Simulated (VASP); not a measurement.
Set up this calculation in VASP 6.6.1, as the native input.

```yaml
Task: single point
Functional: revPBE
Potentials_or_basis: VASP PAW PBE potentials, release 64 (Zn, O)
Cutoff: 520 eV
k_mesh: 6 × 6 × 4
Occupations: gaussian, width 0.01 eV
Spin: no spin polarisation
Dipole_correction: no
Further_INCAR_settings: ALGO = Normal; EDIFF = 1e-07; NBANDS = 26
```

The structure of ZnO (zincite) lies in POSCAR:

```
ZnO
1.0
    3.2493080000      0.0000000000      0.0000000000
   -1.6246540000      2.8139830000      0.0000000000
    0.0000000000      0.0000000000      5.2057090000
Zn O
2 2
Direct
    0.3333333333      0.6666666667      0.5000000000
    0.6666666667      0.3333333333      0.0000000000
    0.6666666667      0.3333333333      0.3790100000
    0.3333333333      0.6666666667      0.8790100000
```

One way to write it, as run:

INCAR

```
ALGO = Normal
EDIFF = 1E-7
ENCUT = 520
GGA = RE
ISIF = 2
ISMEAR = 0
LASPH = True
LCHARG = False
LREAL = False
LWAVE = False
NBANDS = 26
NELM = 60
PREC = Accurate
SIGMA = 0.01
```

KPOINTS

```
k-points
0
Gamma
  6 6 4
```

Potentials or basis: VASP PAW PBE potentials, release 64 (Zn, O).

Command:

```bash
$ cat potpaw_PBE.64/Zn/POTCAR potpaw_PBE.64/O/POTCAR > POTCAR
$ mpirun -np 1 vasp_std > vasp.out
```

It gave:

```
Pressure               : 9.4 GPa
Largest force          : 0.079 eV/Å
Band gap on the k mesh : 0.85 eV, direct
```

Caveat: the PAW data sets were made with another functional, which shifts forces and pressure a little.

Wall time 38 s on 1 thread of Intel Xeon 8259CL, with other jobs on the host, peak memory 0.17 GiB.
